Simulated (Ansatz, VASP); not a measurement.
**Sc2InAs3: VASP beside Ansatz**

Contents of INCAR:

```
PREC = Accurate ; ENCUT = 520
EDIFF = 1E-6 ; ISMEAR = 0
SIGMA = 0.1 ; LREAL = F
LASPH = T ; NELM = 100
ALGO = Normal ; ISIF = 2
LWAVE = F ; LCHARG = F
GGA = PE ; NBANDS = 34
```

File KPOINTS:

```
Automatic mesh
0
Gamma
  6 6 6
```

POSCAR

```
Sc2InAs3
1.0
    2.9452514700      1.7004417300      4.8609732700
   -2.9452514700      1.7004417300      4.8609732700
    0.0000000000     -3.4008834600      4.8609732700
Sc In As
2 1 3
Direct
    0.6222143800      0.6222143800      0.6222143800
    0.3777856200      0.3777856200      0.3777856200
    0.0000000000      0.0000000000      0.0000000000
    0.5000000000      0.0000000000      0.0000000000
    0.0000000000      0.5000000000      0.0000000000
    0.0000000000      0.0000000000      0.5000000000
```

Input for Ansatz:

```yaml
crystal:
  lattice:
    - [2.94525147, 1.70044173, 4.86097327]
    - [-2.94525147, 1.70044173, 4.86097327]
    - [0.0, -3.40088346, 4.86097327]
  atoms:
    - { symbol: Sc, position: [0.62221438, 0.62221438, 0.62221438] }
    - { symbol: Sc, position: [0.37778562, 0.37778562, 0.37778562] }
    - { symbol: In, position: [0.0, 0.0, 0.0] }
    - { symbol: As, position: [0.5, 0.0, 0.0] }
    - { symbol: As, position: [0.0, 0.5, 0.0] }
    - { symbol: As, position: [0.0, 0.0, 0.5] }
basis:
  ecutwfc: 420
kpoints:
  mp_grid: { grid: [6, 6, 6] }
hamiltonian:
  xc: pbe
scf:
  occupations: { method: gaussian, width: 0.1 }
  lower_state_search: "off"
output:
  forces: true
  stress: true
  eigenvalues: true
```

Change from the starting cell: species swapped into the Y2AlFe3 type (R-3m, No. 166).

Alike in both runs: task single point; functional PBE; k mesh 6 × 6 × 6; occupations gaussian, width 0.1 eV; no spin polarisation.

```csv
,VASP,Ansatz
version,VASP 6.6.1,Ansatz 0.2.0
potentials or method,"VASP PAW PBE potentials, release 64 (Sc_sv, In_d, As), cutoff 520 eV","scalar-relativistic, plane waves, PAW"
valence electrons in the cell,50,80
```

```tsv
	VASP	Ansatz	Ansatz less VASP
gap on the k mesh at the Fermi level (eV)	none	none	-
pressure (GPa)	-5.9	-6.0	-0.07
traceless stress, the component that is largest in VASP (GPa)	0.96	0.95	-0.009
rms of the force components (eV/Å)	0.036	0.037	+0.0003
```

Atom by atom the forces differ by 0.000 eV/Å (rms over components). A gap of «none» marks a metal or a gap that the smearing closes. The functional is the same, so the differences come from potentials, cutoffs and numerics. VASP's potentials hold 50 valence electrons a cell and Ansatz's 80, so a difference there can come from the potentials and not from the codes.
